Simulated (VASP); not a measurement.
Input of a VASP 6.6.1 run:

Contents of INCAR:

```
SYSTEM = LiCl
PREC = Accurate ; ENCUT = 750
EDIFF = 1E-6 ; ISMEAR = 0
SIGMA = 0.01 ; LREAL = .False.
LASPH = .True. ; NELM = 120
ALGO = Normal ; ISIF = 2
LWAVE = .False. ; LCHARG = .True.
GGA = PS ; LELF = .True.
LVHAR = .True. ; NBANDS = 12
GGA_COMPAT = .False.
```

The input KPOINTS:

```
Automatic mesh
0
Gamma
  4 4 4
  0 0 0
```

The input POSCAR:

```
LiCl
1.0
    0.0000000000      2.5647700000      2.5647700000
    2.5647700000      0.0000000000      2.5647700000
    2.5647700000      2.5647700000      0.0000000000
Li Cl
1 1
Direct
    0.9281700000      0.9797200000      0.0597600000
    0.5074702030      0.4535797970      0.5346397970
```

Potentials or basis: VASP PAW PBE potentials, release 64 (Li_sv, Cl).

Launch:

```console
$ cat potpaw_PBE.64/Li_sv/POTCAR potpaw_PBE.64/Cl/POTCAR > POTCAR
$ mpirun -np 1 vasp_std > vasp.out
```

Problem. Estimate the largest force.

Solution. 0.167 eV/Å.

Problem. Predict the band gap on the k mesh.

Solution. 6.08 eV, direct.

Problem. Estimate the pressure.

Solution. -0.5 GPa.

Forces on the atoms (eV/Å):
```
Li  -0.092  0.100  0.097
Cl   0.092 -0.100 -0.097
```

Caveat: the k points lie up to 0.53 Å⁻¹ apart; the PAW data sets were made with another functional, which shifts forces and pressure a little. A hybrid or GW would open this gap; PBEsol tends to underestimate it.
